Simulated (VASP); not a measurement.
Input of a VASP 6.6.1 run:

File INCAR:

```
SYSTEM = BAs
PREC = Accurate
ENCUT = 520
EDIFF = 1E-6
ISMEAR = 0
SIGMA = 0.05
LREAL = .False.
LASPH = .True.
NELM = 100
ALGO = Normal
ISIF = 2
LWAVE = .False.
LCHARG = .False.
GGA = PE
NBANDS = 11
```

KPOINTS

```
Automatic mesh
0
Gamma
  10 10 10
  0 0 0
```

POSCAR

```
BAs
1.0
    0.0000000000      2.2120582687      2.5005876081
    2.2120582687      0.0000000000      2.5005876081
    2.2120582687      2.2120582687      0.0000000000
B As
1 1
Direct
    0.0000000000      0.0000000000      0.0000000000
    0.7500000000      0.7500000000      0.7500000000
```

Potentials or basis: VASP PAW PBE potentials, release 64 (B, As).

Launch:

```console
$ cat potpaw_PBE.64/B/POTCAR potpaw_PBE.64/As/POTCAR > POTCAR
$ mpirun -np 1 vasp_std > vasp.out
```

(1) Estimate the pressure.

(2) Predict the band gap on the k mesh.

Results:

(1) 22.6 GPa.

(2) 0.07 eV, indirect (least direct gap 2.78 eV).

Caveat: the cell differs from its parent crystal (strain -0.080 along x and y, +0.040 along z).
